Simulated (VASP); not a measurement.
Wanted: the native input for a VASP 6.6.1 run.

```yaml
Task: single point
Functional: LDA
Potentials_or_basis: VASP PAW LDA potentials, release 64 (Pt)
Cutoff: 520 eV
k_mesh: 21 × 21 × 10
Occupations: gaussian, width 0.15 eV
Spin: collinear spin, ferromagnetic start
Starting_moments: "[0.15, 0.15] μB"
Fixed_moment: 0.3 μB
Dipole_correction: no
Further_INCAR_settings: ALGO = Normal; EDIFF = 1e-07; NBANDS = 21
```

The structure of Pt lies in POSCAR:

```
Pt
1.0
    2.6670688980      0.0000000000      0.0000000000
   -1.3335344490      2.3097494193      0.0000000000
    0.0000000000      0.0000000000      4.6053244732
Pt
2
Direct
    0.6666666667      0.3333333333      0.7500000000
    0.3333333333      0.6666666667      0.2500000000
```

One way to write it, as run:

INCAR

```
PREC = Accurate
ENCUT = 520
EDIFF = 1E-7
ISMEAR = 0
SIGMA = 0.15
LREAL = False
LASPH = True
NELM = 150
ALGO = Normal
ISIF = 2
LWAVE = False
LCHARG = True
ISPIN = 2
MAGMOM = 0.15 0.15
LORBIT = 11
NUPDOWN = 0.3
LMAXMIX = 4
GGA = CA
LELF = True
LVHAR = True
NBANDS = 21
```

KPOINTS

```
regular mesh
0
Gamma
  21 21 10
```

Potentials or basis: VASP PAW LDA potentials, release 64 (Pt).

Run with:

```console
$ cat potpaw_LDA.64/Pt/POTCAR > POTCAR
$ mpirun -np 1 vasp_std > vasp.out
```

It gave:

```
Pressure                                              : 17.0 GPa
Net moment                                            : 0.30 μB per cell
Site moments                                          : Pt +0.15 μB
Valence electrons inside the program's atomic spheres : Pt 9.49
```

Caveat: the total moment is fixed, so each spin has its own Fermi level.

Run time: 7 min on 1 thread of Oxide Virtual Turin-like Processor (shared host), peak memory 0.28 GiB.
